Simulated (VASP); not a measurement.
**As: single point with PBE**

Crystal: As.

```
CELL_PARAMETERS angstrom
1.89960 1.09674 3.51406
-1.89960 1.09674 3.51406
0.00000 -2.19347 3.51406
ATOMIC_POSITIONS crystal
As 0.22600 0.22600 0.22600
As 0.77400 0.77400 0.77400
```

| Property | Result |
| --- | --- |
| Program | VASP 6.6.1 |
| Task | single point |
| Functional | PBE |
| Potentials or basis | VASP PAW PBE potentials, release 64 (As_d) |
| Cutoff | 600 eV |
| k mesh | 7 × 7 × 7 |
| Occupations | fermi-dirac, width 0.05 eV |
| Spin | no spin polarisation |
| Dipole correction | no |
| Second run | valence_matched |
| Further INCAR settings | ALGO = Normal; EDIFF = 1e-06; NBANDS = 22 |

```yaml
Pressure: 1.9 GPa
Largest_force: 0.299 eV/Å
Band_gap_on_the_k_mesh: 0.03 eV, indirect (least direct gap 0.67 eV)
```

Forces on the atoms (eV/Å):
```
As   0.000  0.000  0.299
As   0.000  0.000 -0.299
```

Levels at points of the mesh, in eV from the valence-band top:
```tsv
k point	band 12	band 13	band 14	band 15	band 16	band 17	band 18	band 19
(0.00, 0.00, 0.00)	-5.85	-2.31	-2.01	-2.01	1.62	2.90	2.90	6.91
```

Run time: 32 s on 1 thread of AMD EPYC 9R45 96-Core Processor (Zen 5), on a shared host, peak memory 0.19 GiB.

A k mesh can miss the band edges.
